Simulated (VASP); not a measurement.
Set up this calculation in VASP 6.6.1, as the native input.

```yaml
Task: single point
Functional: LDA
Potentials_or_basis: VASP PAW LDA potentials, release 64 (Cd, Au)
Cutoff: 500 eV
k_mesh: 4 × 4 × 2
Occupations: methfessel-paxton, width 0.05 eV
Spin: no spin polarisation
Dipole_correction: no
Further_INCAR_settings: ALGO = Normal; EDIFF = 1e-06; NBANDS = 32
```

The structure of Cd3Au lies in POSCAR:

```
Cd3Au
1.0
    1.5349650000     -2.8270780000      0.0000000000
    1.5349650000      2.8270780000      0.0000000000
    0.0000000000      0.0000000000      9.9605070000
Cd Au
3 1
Direct
    0.5000000000      0.5000000000      0.7592150000
    0.5000000000      0.5000000000      0.2407850000
    0.0000000000      0.0000000000      0.5000000000
    0.0000000000      0.0000000000      0.0000000000
```

One way to write it, as run:

INCAR

```
SYSTEM = Cd3Au
PREC     = Accurate       ! precision mode
ENCUT    = 500            ! plane-wave cutoff, eV
EDIFF    = 1E-6           ! SCF threshold, eV
ISMEAR   = 1              ! smearing method
SIGMA    = 0.05           ! smearing width, eV
LREAL    = .False.        ! projectors in reciprocal space
LASPH    = .True.         ! aspherical terms in the spheres
NELM     = 120            ! most SCF steps
ALGO     = Normal         ! electronic algorithm
ISIF     = 2              ! what is computed and relaxed
LWAVE    = .False.        ! write WAVECAR
LCHARG   = .True.         ! write CHGCAR
GGA      = CA             ! functional
LELF     = .True.         ! ELF
LVHAR    = .True.       
NBANDS   = 32             ! bands
GGA_COMPAT= .False.
```

KPOINTS

```
Automatic mesh
0
Gamma
  4 4 2
  0 0 0
```

Potentials or basis: VASP PAW LDA potentials, release 64 (Cd, Au).

Run with:

```bash
$ cat potpaw_LDA.64/Cd/POTCAR potpaw_LDA.64/Au/POTCAR > POTCAR
$ mpirun -np 1 vasp_std > vasp.out
```

It gave:

```
Pressure               : -7.9 GPa
Largest force          : 0.398 eV/Å
Band gap on the k mesh : zero (an odd number of electrons rules out a gap without spin polarisation)
```

Caveat: the k points lie up to 0.58 Å⁻¹ apart, too coarse for converged energies and pressures of a metal; spin-orbit coupling is left out, which moves the levels of the heavy elements.

Run time: 29 s on 1 thread of Intel(R) Xeon(R) Platinum 8375C CPU @ 2.90GHz (Ice Lake), with other jobs on the host, peak memory 0.18 GiB.
